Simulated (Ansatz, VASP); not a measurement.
# Te2Mo in VASP and in Ansatz

```
Te Mo
1.0
     3.56039    0.00000    0.00000
    -1.78020    3.08339    0.00000
     0.00000    0.00000   24.81126
Te Mo
4 2
Cartesian
  0.0000 2.0556 5.5488
  1.7802 1.0278 22.8420
  1.7802 1.0278 19.2625
  0.0000 2.0556 1.9693
  1.7802 1.0278 3.7599
  0.0000 2.0556 21.0513
```

Alike in both runs: functional PBEsol; k mesh 9 × 9 × 2; occupations fermi-dirac, width 0.05 eV; no spin polarisation.

|  | VASP | Ansatz |
| --- | --- | --- |
| version | VASP 6.6.1 | Ansatz 0.2.0 |
| potentials or method | VASP PAW PBE potentials, release 64 (Te, Mo_sv) | Ansatz PAW |
| plane-wave cutoff (eV) | 520 | 420 |
| valence electrons in the cell | 52 | 92 |
| task | single point | band structure |

|  | VASP | Ansatz | Ansatz less VASP |
| --- | --- | --- | --- |
| gap on the k mesh at the Fermi level (eV) | 1.02 | 1.02 | +0.001 |
| least direct gap on the mesh (eV) | 1.02 | 1.02 | +0.001 |
| rms of the force components (eV/Å) | 0.051 | 0.065 | +0.0131 |

VASP's potentials were made for PBE, not for PBEsol. Atom by atom the forces differ by 0.014 eV/Å (rms over components). VASP's potentials hold 52 valence electrons a cell and Ansatz's 92, so a difference there can come from the potentials and not from the codes.

Spin-orbit coupling is off throughout.
